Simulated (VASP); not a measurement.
Wanted: the native input for a VASP 6.6.1 run.

```
Task                   : single point
Functional             : PBE
Potentials or basis    : VASP PAW PBE potentials, release 64 (F, Mg)
Cutoff                 : 520 eV
k mesh                 : 3 × 3 × 1
Occupations            : gaussian, width 0.05 eV
Spin                   : no spin polarisation
Dipole correction      : yes
Further INCAR settings : ALGO = Normal; EDIFF = 1e-06; NBANDS = 82; NELMDL = -8
```

The structure of MgF2 lies in POSCAR:

```
MgF2
1.0
    6.1851578341      0.0000000000      0.0000000000
    0.0000000000      6.6437953315      0.0000000000
    0.0000000000      0.0000000000     25.4980886407
F Mg
16 8
Direct
    0.0000000000      0.0000000000      0.3137490074
    0.5000000000      0.0000000000      0.3137490074
    0.2500000000      0.3035692820      0.3649310981
    0.7500000000      0.3035692820      0.3649310981
    0.2500000000      0.6964307180      0.3649310981
    0.7500000000      0.6964307180      0.3649310981
    0.0000000000      0.0000000000      0.4161131889
    0.5000000000      0.0000000000      0.4161131889
    0.0006750234      0.5096178346      0.4445775020
    0.4992071696      0.5129605964      0.4433777527
    0.2509569631      0.8150324083      0.5028171582
    0.7488986881      0.8136382470      0.5010488645
    0.2596950550      0.1961700026      0.4944367855
    0.7415399458      0.1973483264      0.4935216975
   -0.0007511835      0.4767112105      0.5466275450
    0.4995719248      0.4984547350      0.5456489074
    0.0000000000      0.5000000000      0.3649310981
    0.5000000000      0.5000000000      0.3649310981
    0.2500000000      0.0000000000      0.3649310981
    0.7500000000      0.0000000000      0.3649310981
   -0.0006822861      0.0091120617      0.4956676015
    0.5009450159      0.0016115233      0.4905617937
    0.2523471944      0.5037199162      0.4992728404
    0.7466503943      0.5042412884      0.4990896800
```

The input as run:

INCAR

```
ALGO = Normal
DIPOL = 0.5 0.5 0.431
EDIFF = 1E-6
ENCUT = 520
GGA = PE
GGA_COMPAT = False
IDIPOL = 3
ISIF = 2
ISMEAR = 0
LASPH = True
LCHARG = True
LDIPOL = True
LELF = True
LREAL = False
LVACPOTAV = True
LVHAR = True
LWAVE = False
NBANDS = 82
NELM = 120
NELMDL = -8
PREC = Accurate
SIGMA = 0.05
```

KPOINTS

```
k-points
0
Gamma
  3 3 1
```

Potentials or basis: VASP PAW PBE potentials, release 64 (F, Mg).

Run with:

```bash
$ cat potpaw_PBE.64/F/POTCAR potpaw_PBE.64/Mg/POTCAR > POTCAR
$ mpirun -np 1 vasp_std > vasp.out
```

Results of the run:

```
Largest force                          : 1.558 eV/Å
Band gap on the k mesh                 : 4.88 eV
Ionisation potential of the upper face : 8.17 eV
```

Wall time 15 min on 1 thread of Intel(R) Xeon(R) Platinum 8375C CPU @ 2.90GHz (Ice Lake), on a shared host, peak memory 1 GiB.
